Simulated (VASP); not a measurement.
Write the native input for VASP 6.6.1 that does the following.

* Task: single point
* Functional: PBEsol
* Potentials or basis: VASP PAW PBE potentials, release 64 (O, H, S)
* Cutoff: 520 eV
* k mesh: 1 × 1 × 1
* Occupations: fermi-dirac, width 0.02 eV
* Spin: no spin polarisation
* Dipole correction: no
* Further INCAR settings: LREAL = Auto; ALGO = Normal; EDIFF = 1e-06; NBANDS = 44

The structure of H14SO6 lies in POSCAR:

```
H14SO6
1.0
    5.7689980000      0.0000000000      0.0000000000
    0.0000000000      5.7689980000      0.0000000000
    0.0000000000      0.0000000000      5.7689980000
O H S
6 14 1
Direct
    0.8284800931      0.9020283938      0.6827008780
    0.4778126115      0.5484487947      0.3846075176
   -0.0278037885      0.4854569199      0.5175248804
    0.4985614486      0.2231063349      0.7577572396
    0.7976601829      0.8142661863      0.1620732058
    0.2050442729      0.0913850204      0.4243024525
    0.9748486652      0.9604960861      0.6156875076
    0.8216678182      0.7516209921      0.5965680695
    0.5965507355      0.6462820753      0.3168141157
    0.4502168314      0.4296586686      0.2705149144
    0.1286358567      0.5437166038      0.4906917978
    0.0011093781      0.3245797624      0.4738431180
    0.6301960930      0.1271797979      0.7088926015
    0.4993241461      0.3611545714      0.6464380816
    0.7422952825      0.8431793528      0.0042641720
    0.9556598910      0.7839142950      0.1416190472
    0.2529035371     -0.0578436671      0.3304559995
    0.3435431942      0.1146126242      0.5443406290
    0.2995320851      0.9044378244      0.8509449995
    0.0618478287      0.6935693165      0.8362630738
    0.2716936286      0.6931532998      0.9589186892
```

One way to write it, as run:

INCAR

```
ALGO = Normal
EDIFF = 1E-6
ENCUT = 520
GGA = PS
ISIF = 2
ISMEAR = -1
LASPH = T
LCHARG = F
LREAL = Auto
LWAVE = F
NBANDS = 44
NELM = 80
PREC = Accurate
SIGMA = 0.02
```

KPOINTS

```
k-points
0
Gamma
  1 1 1
```

Potentials or basis: VASP PAW PBE potentials, release 64 (O, H, S).

Launch:

```sh
$ cat potpaw_PBE.64/O/POTCAR potpaw_PBE.64/H/POTCAR potpaw_PBE.64/S/POTCAR > POTCAR
$ mpirun -np 1 vasp_gam > vasp.out
```

It gave:

The pressure is 1.2 GPa and the largest force is 3.317 eV/Å. The band gap on the k mesh is 4.26 eV.

Caveat: the k points lie up to 1.09 Å⁻¹ apart; the PAW data sets were made with another functional, which shifts forces and pressure a little.

Run time: 16 s on 1 thread of Intel(R) Xeon(R) Platinum 8488C (Sapphire Rapids), with other jobs on the host, peak memory 0.31 GiB.
